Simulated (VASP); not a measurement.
Set up this calculation in VASP 6.6.1, as the native input.

```yaml
Task: single point
Functional: revPBE
Potentials_or_basis: VASP PAW PBE potentials, release 64 (Mn_pv, S)
Cutoff: 520 eV
k_mesh: 9 × 9 × 9
Occupations: methfessel-paxton, width 0.1 eV
Spin: collinear spin, ferromagnetic start
Starting_moments: "[4.0, 0.0] μB"
Hubbard_terms: Mn d U = 8.0 eV
Dipole_correction: no
Further_INCAR_settings: ALGO = Normal; EDIFF = 1e-06; NBANDS = 20
```

The structure of MnS lies in POSCAR:

```
MnS
1.0
    0.0000000000      2.6045000000      2.6045000000
    2.6045000000      0.0000000000      2.6045000000
    2.6045000000      2.6045000000      0.0000000000
Mn S
1 1
Direct
    0.0000000000      0.0000000000      0.0000000000
    0.5000000000      0.5000000000      0.5000000000
```

The input as run:

INCAR

```
PREC = Accurate
ENCUT = 520
EDIFF = 1E-6
ISMEAR = 1
SIGMA = 0.1
LREAL = False
LASPH = True
NELM = 150
ALGO = Normal
ISIF = 2
LWAVE = False
LCHARG = False
ISPIN = 2
MAGMOM = 4 0
LORBIT = 11
LMAXMIX = 4
LDAU = True
LDAUTYPE = 2
LDAUL = 2 -1
LDAUU = 8 0
LDAUJ = 0 0
LDAUPRINT = 1
GGA = RE
NBANDS = 20
```

KPOINTS

```
regular mesh
0
Gamma
  9 9 9
```

Potentials or basis: VASP PAW PBE potentials, release 64 (Mn_pv, S).

Run with:

```bash
$ cat potpaw_PBE.64/Mn_pv/POTCAR potpaw_PBE.64/S/POTCAR > POTCAR
$ mpirun -np 1 vasp_std > vasp.out
```

It gave:

The pressure is 9.1 GPa and the band gap on the k mesh is 1.65 eV (least direct gap 3.37 eV). The net moment is 5.00 μB per cell, the site moments are Mn +4.72; S +0.03 μB and the valence electrons inside the program's atomic spheres are Mn 11.28; S 3.82.

Caveat: the cell stands under pressure; the PAW data sets were made with another functional, which shifts forces and pressure a little; an odd mesh through Γ misses points on the zone boundary, where band edges can lie; a cell with one magnetic atom can't hold antiferromagnetic order, which such compounds often take.

Wall time 110 s on 1 thread of Intel Xeon 8259CL, on a shared host, peak memory 0.19 GiB.
